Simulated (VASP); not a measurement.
Runs of VASP 6.6.1 on Pt. The structure is that of space group P-3m1 (No. 164), or close to it. The cells are those of the table. 

```tsv
level	potentials or basis	spin	cell	smearing	dipole correction	gap on the mesh (eV)	largest force (eV/Å)
PBE	VASP PAW PBE potentials, release 64 (Pt)	non-collinear, zero start, SOC	a = 2.807, b = 2.807, c = 24.169 Å, angles 90.0, 90.0, 120.0°, 5 atoms	gaussian 0.1 eV	yes	-	0.11
PBE	VASP PAW PBE potentials, release 64 (Pt)	off	a = 2.807, b = 2.807, c = 14.169 Å, angles 90.0, 90.0, 120.0°, 5 atoms	gaussian 0.1 eV	yes	none	(a)
PBE	VASP PAW PBE potentials, release 64 (Pt)	off	a = 2.807, b = 2.807, c = 17.169 Å, angles 90.0, 90.0, 120.0°, 5 atoms	gaussian 0.1 eV	no	none	0.25
PBE	VASP PAW PBE potentials, release 64 (Pt)	off	a = 2.807, b = 2.807, c = 24.169 Å, angles 90.0, 90.0, 120.0°, 5 atoms	gaussian 0.1 eV	yes	none	0.02
PBEsol	VASP PAW PBE potentials, release 64 (Pt)	off	a = 2.807, b = 2.807, c = 24.169 Å, angles 90.0, 90.0, 120.0°, 5 atoms	gaussian 0.1 eV	yes	none	0.34
LDA	VASP PAW LDA potentials, release 64 (Pt)	off	a = 2.807, b = 2.807, c = 24.169 Å, angles 90.0, 90.0, 120.0°, 5 atoms	gaussian 0.1 eV	yes	none	(b)
PBE	VASP PAW PBE potentials, release 64 (Pt)	off	a = 2.807, b = 2.807, c = 24.169 Å, angles 90.0, 90.0, 120.0°, 5 atoms	fermi-dirac 0.025 eV	yes	none	0.26
```

Alike in all rows: task single point; k mesh 12 × 12 × 1; cutoff (eV) 520.

Problem. Estimate the missing entries.

Solution. (a) 0.24; (b) 0.53.

Caveats: some runs use coarse meshes; spin-orbit coupling is left out, which moves the levels of the heavy elements (some runs); the PAW data sets were made with another functional, which shifts forces and pressure a little (some runs).

A k mesh can miss the band edges, and rows without SOC leave out spin-orbit coupling on Pt.

A gap of «none» marks levels without a gap at the run's occupations.
